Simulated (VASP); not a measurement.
# Si (Fmmm) in VASP: further runs, part 2 of 2

VASP 6.6.1. Earlier steps stand in the parts before.

### Step 4. Single point, PBE

INCAR

```
PREC = Accurate
ENCUT = 520
EDIFF = 1E-6
ISMEAR = 0
SIGMA = 0.1
LREAL = F
LASPH = T
NELM = 60
ALGO = Normal
ISIF = 2
LWAVE = F
LCHARG = F
GGA = PE
NBANDS = 8
```

KPOINTS

```
regular mesh
0
Gamma
  8 8 8
```

POSCAR

```
Si
1.0
    0.0000000000      1.9293315925      2.1988695482
    1.7258285882      0.0000000000      2.1988695482
    1.7258285882      1.9293315925      0.0000000000
Si
1
Direct
    0.5000000000      0.5000000000      0.5000000000
```

Potentials or basis: VASP PAW PBE potentials, release 64 (Si).

The run is started by

```
$ cat potpaw_PBE.64/Si/POTCAR > POTCAR
$ mpirun -np 1 vasp_std > vasp.out
```

OUTCAR:

```text
PREC = Accurate
   ENCUT = 520
   EDIFF = 1E-6
   ISMEAR = 0
   LREAL = F
   LASPH = T
   NELM = 60
   ISIF = 2
   GGA = PE

 ion  position               nearest neighbor table
   1  0.500  0.500  0.500-

  LATTYP: Found a face centered orthorhombic cell.
 ALAT       =     3.4516571764
 B/A-ratio  =     1.1179161162
 C/A-ratio  =     1.2740949844

  Lattice vectors:

 A1 = (   0.0000000000,   1.9293315925,   2.1988695482)
 A2 = (   1.7258285882,   0.0000000000,   2.1988695482)
 A3 = (   1.7258285882,   1.9293315925,   0.0000000000)

Analysis of symmetry for initial positions (statically):
=====================================================================
 Subroutine PRICEL returns:
 Original cell was already a primitive cell.

 Routine SETGRP: Setting up the symmetry group for a
 face centered orthorhombic supercell.

 Subroutine GETGRP returns: Found  8 space group operations
 (whereof  8 operations were pure point group operations)
 out of a pool of  8 trial point group operations.

The static configuration has the point symmetry D_2h.

[... 154 lines left out ...]
  ---------------------------------------------------
  free energy    TOTEN  =        -4.90852537 eV

  energy without entropy =       -4.90668245  energy(sigma->0) =       -4.90760391

 E-fermi :  10.0311     XC(G=0): -11.1403

 val. band max:       10.0293545568   @ k =  -0.1250   0.3750   0.5000
 cond. band min:      10.0723063059   @ k =  -0.3750   0.2500   0.1250
 fundamental gap:      0.0429517491
 Fermi energy:        10.0310587470

 k-point     1 :       0.0000    0.0000    0.0000
  band No.  band energies     occupation
      1      -4.3338      2.00000
      2      20.3837      0.00000
      3      20.7987      0.00000
      4      20.9791      0.00000
      5      21.4940      0.00000
      6      22.7176      0.00000
      7      23.4845      0.00000
      8      23.9222      0.00000
[... 243 lines left out ...]
 k-point    24 :       0.3750    0.0000    0.1250
  band No.  band energies     occupation
      1      -0.6978      2.00000
      2       8.7343      2.00000
      3      15.2833      0.00000
      4      17.3314      0.00000
      5      20.2658      0.00000
      6      21.5306      0.00000
      7      26.2781      0.00000
      8      27.7759      0.00000

 [... further k-points ...]
[... 5 lines left out ...]
  --------------------------------------------------------------------------------------
  -------------------------------------------------------------------------------------
  Total       -0.0319804     -0.0166912     -0.0174356      0.0000000      0.0000000      0.0000000
  in kB       -3.4991331     -1.8262706     -1.9077118      0.0000000      0.0000000      0.0000000
  external PRESSURE =      -2.4110385 kB  Pullay stress =       0.0000000 kB

 VOLUME and BASIS-vectors are now :
 -----------------------------------------------------------------------------
  energy-cutoff  :      520.00
  volume of cell :       14.64
      direct lattice vectors                 reciprocal lattice vectors
     0.000000000  1.929331593  2.198869548    -0.289715910  0.259157110  0.227389570
     1.725828588  0.000000000  2.198869548     0.289715910 -0.259157110  0.227389570
     1.725828588  1.929331593  0.000000000     0.289715910  0.259157110 -0.227389570

 POSITION                                       TOTAL-FORCE (eV/Angst)
 -----------------------------------------------------------------------------------
      1.72583      1.92933      2.19887         0.000000      0.000000      0.000000
 -----------------------------------------------------------------------------------
    total drift:                               -0.000000      0.000000     -0.000000

  FREE ENERGIE OF THE ION-ELECTRON SYSTEM (eV)
  ---------------------------------------------------
  free  energy   TOTEN  =        -4.9085253706 eV

  energy  without entropy=       -4.9066824499  energy(sigma->0) =       -4.90760391
```

OSZICAR:

```text
N       E                     dE             d eps       ncg     rms          rms(c)
DAV:   1    -0.105832400670E+01   -0.10583E+01   -0.18623E+03  1568   0.416E+02
DAV:   2    -0.491155499492E+01   -0.38532E+01   -0.37199E+01  2320   0.340E+01
DAV:   3    -0.492835069838E+01   -0.16796E-01   -0.16795E-01  1720   0.270E+00
DAV:   4    -0.492836939443E+01   -0.18696E-04   -0.18696E-04  2448   0.946E-02
DAV:   5    -0.492836939784E+01   -0.34062E-08   -0.40415E-08  1712   0.834E-04    0.266E+00
DAV:   6    -0.491572794174E+01    0.12641E-01   -0.41389E-03  1760   0.278E-01    0.147E+00
DAV:   7    -0.490854834070E+01    0.71796E-02   -0.83432E-03  1744   0.396E-01    0.138E-01
DAV:   8    -0.490852509160E+01    0.23249E-04   -0.39610E-05  2280   0.497E-02    0.115E-02
DAV:   9    -0.490852537063E+01   -0.27903E-06   -0.46180E-07  1864   0.403E-03
   1 F= -.49085254E+01 E0= -.49076039E+01  d E =-.184292E-02
```

stdout:

```text
POSCAR found type information on POSCAR Si
 POSCAR found :  1 types and       1 ions
 scaLAPACK will be used
 LDA part: xc-table for (Slater+PW92), standard interpolation
 POSCAR, INCAR and KPOINTS ok, starting setup
 FFT: planning ... GRIDC
 FFT: planning ... GRID_SOFT
 FFT: planning ... GRID
 WAVECAR not read
 entering main loop
```

It took 7 s on 1 thread of Intel Xeon 8259CL, shared host; peak memory 0.13 GiB.

What came out:

* Free energy: -4.9085 eV
* Pressure: -0.2 GPa
* Band gap on the k mesh: zero (bands 2 and 3 overlap by 13.98 eV)

Stress tensor (GPa, compression positive):
```
-0.35  0.00  0.00
 0.00 -0.18  0.00
 0.00  0.00 -0.19
```

### Step 5. The runs side by side

```csv
task,cell,k mesh,cutoff (eV),gap on the mesh (eV),pressure (GPa)
relaxation of cell and atoms,"relaxed from a = 2.925, b = 2.795, c = 2.589 Å, angles 65.7, 60.6, 53.8°, 1 atom, atomic positions A",24 × 24 × 24,600,none,0.0
single point,"a = 5.494, b = 5.223, c = 2.568 Å, angles 82.1, 70.3, 27.6°, 2 atoms, atomic positions B",6 × 6 × 6,520,none,-0.1
single point,"a = 2.925, b = 2.795, c = 2.589 Å, angles 65.7, 60.6, 53.8°, 1 atom, atomic positions A",8 × 8 × 8,520,none,-0.2
```

Alike in all rows: level PBE; potentials or basis VASP PAW PBE potentials, release 64 (Si); no spin polarisation; smearing gaussian 0.1 eV.

Caveats: some runs use coarse meshes.

Absolute energies hang on the potentials; compare differences alone.
